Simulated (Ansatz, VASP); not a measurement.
## N: VASP beside Ansatz

The input INCAR:

```
SYSTEM = N
PREC = Accurate
ENCUT = 1330
EDIFF = 1E-7
ISMEAR = -1
SIGMA = 0.05
LREAL = .FALSE.
LASPH = .TRUE.
NELM = 120
ALGO = Normal
ISIF = 3
LWAVE = .FALSE.
LCHARG = .FALSE.
GGA = PE
IBRION = 2
NSW = 100
EDIFFG = -0.005
GGA_COMPAT = .FALSE.
NELMIN = 4
```

The input KPOINTS:

```
regular mesh
0
G
  19 19 10
  0 0 0
```

POSCAR

```
N
1.0
    2.5123336524      0.0000000000      0.0000000000
   -1.2561668262      2.1757447658      0.0000000000
    0.0000000000      0.0000000000      4.0699805169
N
2
Direct
    0.3333333333      0.6666666667      0.2500000000
    0.6666666667      0.3333333333      0.7500000000
```

Input for Ansatz:

```yaml
crystal:
  lattice:
    - [2.5123336524, 0.0, 0.0]
    - [-1.2561668262, 2.1757447658, 0.0]
    - [0.0, 0.0, 4.0699805169]
  atoms:
    - { symbol: "N", position: [0.3333333333, 0.6666666667, 0.25] }
    - { symbol: "N", position: [0.6666666667, 0.3333333333, 0.75] }
kpoints:
  mp_grid: { grid: [19, 19, 10] }
scf:
  occupations: { method: fermi_dirac, width: 0.05 }
hamiltonian:
  xc: pbe
  pseudopotentials: { kind: paw, azcp: { folder: soft_1 } }
output:
  forces: true
  stress: true
  write_density: true
  write_potential: true
  elf: true
  volumetric_format: npy
relax:
  f_tol: 0.005
  max_steps: 80
  cell: {}
```

Alike in both runs: task relaxation of cell and atoms; functional PBE; k mesh 19 × 19 × 10; occupations fermi-dirac, width 0.05 eV; no spin polarisation.

|  | VASP | Ansatz |
| --- | --- | --- |
| version | VASP 6.6.1 | Ansatz 0.2.0 |
| potentials or method | VASP PAW PBE potentials, release 64 (N_h) | PAW with Ansatz's earlier generated frozen-core files (soft_1), scalar-relativistic |
| plane-wave cutoff (eV) | 1330 | 420 |
| valence electrons in the cell | 10 | 10 |

Ansatz gave:

```
relaxed volume (Å³/atom)                                                      : 12.17
relaxed length of the cell vector where the two differ most in proportion (Å) : 7.659
```

Problem. Which values does VASP return?

Solution. Relaxed volume (Å³/atom): 9.44; relaxed length of the cell vector where the two differ most in proportion (Å): 5.943.

One of these differences is far larger than is usual between the two programs; its cause wasn't traced.

Noted on VASP's run: the volume moved by over 15 % at a fixed basis, so the end points are rough.
